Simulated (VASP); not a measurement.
Write the native input for VASP 6.6.1 that does the following.

- Task: single point
- Functional: LDA
- Potentials or basis: VASP PAW LDA potentials, release 64 (Rb_sv, Ca_sv, H)
- Cutoff: 520 eV
- k mesh: 6 × 6 × 6
- Occupations: gaussian, width 0.05 eV
- Spin: no spin polarisation
- Dipole correction: no
- Further INCAR settings: ALGO = Normal; EDIFF = 1e-06; NBANDS = 19

The structure of RbCaH3 lies in POSCAR:

```
RbCaH3
1.0
    4.8119417222      1.2029854305      1.2029854305
    1.2029854305      4.8119417222      1.2029854305
    1.2029854305      1.2029854305      4.8119417222
Rb Ca H
1 1 3
Direct
    0.0000000000      0.0000000000      0.0000000000
    0.5000000000      0.5000000000      0.5000000000
    0.0000000000      0.5000000000      0.5000000000
    0.5000000000      0.0000000000      0.5000000000
    0.5000000000      0.5000000000      0.0000000000
```

This cell differs from its parent crystal: ratio of the length along [111] to the lengths across it x 2.0, volume and fractional coordinates fixed.

The input as run:

INCAR

```
ALGO = Normal ; EDIFF = 1E-6
ENCUT = 520 ; GGA = CA
ISIF = 2 ; ISMEAR = 0
LASPH = True ; LCHARG = True
LELF = True ; LREAL = False
LVHAR = True ; LWAVE = False
NBANDS = 19 ; NELM = 100
PREC = Accurate ; SIGMA = 0.05
```

KPOINTS

```
k-points
0
Gamma
  6 6 6
```

Potentials or basis: VASP PAW LDA potentials, release 64 (Rb_sv, Ca_sv, H).

Command:

```sh
$ cat potpaw_LDA.64/Rb_sv/POTCAR potpaw_LDA.64/Ca_sv/POTCAR potpaw_LDA.64/H/POTCAR > POTCAR
$ mpirun -np 1 vasp_std > vasp.out
```

It gave:

The pressure is -0.3 GPa. The band gap on the k mesh is zero (band 11 reaches 0.81 eV, above the bottom of band 12 at 0.71 eV).

It took 26 s on 1 thread of Intel(R) Xeon(R) 6975P-C (Granite Rapids), with other jobs on the host, peak memory 0.23 GiB.
